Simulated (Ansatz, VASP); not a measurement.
## Two plane-wave programs on As

Contents of INCAR:

```
SYSTEM = As
PREC = Accurate ; ENCUT = 520
EDIFF = 1E-8 ; ISMEAR = -1
SIGMA = 0.03 ; LREAL = .FALSE.
LASPH = .TRUE. ; NELM = 120
ALGO = Normal ; ISIF = 2
LWAVE = .FALSE. ; LCHARG = .FALSE.
GGA = PS ; LEFG = .TRUE.
NBANDS = 22 ; GGA_COMPAT = .FALSE.
```

The input KPOINTS:

```
Automatic mesh
0
G
  11 11 11
  0 0 0
```

File POSCAR:

```
As
1.0
    1.8797494575      1.0852738553      3.4857700000
   -1.8797494575      1.0852738553      3.4857700000
    0.0000000000     -2.1705477106      3.4857700000
As
2
Direct
    0.2275400000      0.2275400000      0.2275400000
    0.7724600000      0.7724600000      0.7724600000
```

Input for Ansatz:

```yaml
crystal:
  lattice:
    - [1.8797494575, 1.0852738553, 3.48577]
    - [-1.8797494575, 1.0852738553, 3.48577]
    - [0.0, -2.1705477106, 3.48577]
  atoms:
    - { symbol: As, position: [0.22754, 0.22754, 0.22754] }
    - { symbol: As, position: [0.77246, 0.77246, 0.77246] }
kpoints:
  mp_grid: { grid: [11, 11, 11] }
  band_path:
    path:
      - [0.0, 0.0, 0.0]
      - [0.5, 0.5, 0.5]
      - [0.768709909, 0.231290091, 0.5]
      - [0.5, -0.231290091, 0.231290091]
      - [0.5, 0.0, 0.0]
      - [0.0, 0.0, 0.0]
      - [0.3656450455, -0.3656450455, 0.0]
      - [0.6343549545, 0.0, 0.3656450455]
      - [0.5, 0.0, 0.5]
    npoints: 5
scf:
  occupations: { method: fermi_dirac, width: 0.03 }
hamiltonian:
  xc: pbesol
  pseudopotentials: { kind: paw }
output:
  forces: true
  stress: true
  eigenvalues: true
  efg: { contact_densities: true }
```

Alike in both runs: task electric field gradients; functional PBEsol; k mesh 11 × 11 × 11; occupations fermi-dirac, width 0.03 eV; no spin polarisation.

```csv
,VASP,Ansatz
version,VASP 6.6.1,Ansatz 0.2.0
potentials or method,"VASP PAW PBE potentials, release 64 (As_d)","PAW with Ansatz's default frozen-core files, scalar-relativistic"
plane-wave cutoff (eV),520,420
valence electrons in the cell,30,30
```

```tsv
	VASP	Ansatz	Ansatz less VASP
pressure (GPa)	0.2	0.1	-0.11
traceless stress, the component that is largest in VASP (GPa)	-0.81	-0.80	+0.011
rms of the force components (eV/Å)	0.104	0.099	-0.0052
size of Vzz on the site where it differs most (V/Å²)	45.2	47.5	+2.29
```

VASP's potentials were made for PBE, not for PBEsol. Atom by atom the forces differ by 0.005 eV/Å (rms over components).
